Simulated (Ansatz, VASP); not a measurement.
ZrC in VASP and in Ansatz

```
Zr C
1.0
     0.00000    2.35444    2.35444
     2.35444    0.00000    2.35444
     2.35444    2.35444    0.00000
Zr C
1 1
Cartesian
  0.0000 0.0000 0.0000
  2.3544 2.3544 2.3544
```

Alike in both runs: functional PBE; k mesh 16 × 16 × 16; occupations gaussian, width 0.1 eV; no spin polarisation.

Ansatz relaxed the structure, and its values are those at the end. VASP's run is a single point on that final structure, the one shown.

```csv
,VASP,Ansatz
version,VASP 6.6.1,Ansatz 0.2.0
potentials or method,"VASP PAW PBE potentials, release 64 (Zr_sv, C), cutoff 520 eV","scalar-relativistic, plane waves, PAW"
valence electrons in the cell,16,16
```

VASP gave:

- gap on the k mesh at the Fermi level (eV): none
- pressure (GPa): 0.2

Problem. Which values does Ansatz return?

Solution. gap on the k mesh at the Fermi level (eV): none; pressure (GPa): 0.0.

A gap of «none» marks a metal or a gap that the smearing closes. The functional is the same, so the differences come from potentials, cutoffs and numerics.
